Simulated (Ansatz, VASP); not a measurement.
# Two plane-wave programs on Li2S

File POSCAR:

```
Li2S
1.0
    0.0000000000      2.8452943747      2.8452943747
    2.8452943747      0.0000000000      2.8452943747
    2.8452943747      2.8452943747      0.0000000000
Li S
2 1
Direct
    0.2500000000      0.2500000000      0.2500000000
    0.7500000000      0.7500000000      0.7500000000
    0.0000000000      0.0000000000      0.0000000000
```

The input INCAR.step1:

```
PREC = Accurate ; ENCUT = 650
EDIFF = 1E-5 ; ISMEAR = -1
SIGMA = 0.5 ; LREAL = False
LASPH = True ; NELM = 120
ALGO = Normal ; ISIF = 2
LWAVE = True ; LCHARG = False
NBANDS = 13 ; GGA = PE
GGA_COMPAT = False
```

File INCAR.step2:

```
PREC = Accurate ; ENCUT = 650
EDIFF = 1E-6 ; ISMEAR = -1
SIGMA = 0.5 ; LREAL = False
LASPH = True ; NELM = 120
ALGO = Normal ; ISIF = 2
LWAVE = False ; LCHARG = False
GGA = PE ; LHFCALC = True
HFSCREEN = 0.2079 ; PRECFOCK = Normal
NBANDS = 13 ; ISTART = 1
GGA_COMPAT = False
```

The input KPOINTS:

```
Automatic mesh
0
Gamma
  4 4 4
```

Input for Ansatz:

```yaml
crystal:
  lattice:
    - [0.0, 2.8452943747, 2.8452943747]
    - [2.8452943747, 0.0, 2.8452943747]
    - [2.8452943747, 2.8452943747, 0.0]
  atoms:
    - { symbol: Li, position: [0.25, 0.25, 0.25] }
    - { symbol: Li, position: [0.75, 0.75, 0.75] }
    - { symbol: S, position: [0.0, 0.0, 0.0] }
kpoints:
  mp_grid: { grid: [4, 4, 4] }
hamiltonian:
  xc: hse06
scf:
  occupations: { method: fermi_dirac, width: 0.5 }
  n_extra_bands: 4
output:
  forces: true
  stress: true
  eigenvalues: true
```

Alike in both runs: task single point; functional HSE06; k mesh 4 × 4 × 4; occupations fermi-dirac, width 0.5 eV; no spin polarisation.

|  | VASP | Ansatz |
| --- | --- | --- |
| version | VASP 6.6.1 | Ansatz 0.2.0 |
| potentials or method | VASP PAW PBE potentials, release 64 (Li_sv, S) | plane waves |
| plane-wave cutoff (eV) | 650 | 420 |
| valence electrons in the cell | 12 | 12 |

```tsv
	VASP	Ansatz	Ansatz less VASP
pressure (GPa)	-0.5	-0.3	+0.20
```

Ansatz's warnings: stress exchange threshold loose, stress scf threshold loose.

The k mesh is coarse, so the values compare programs but aren't converged.
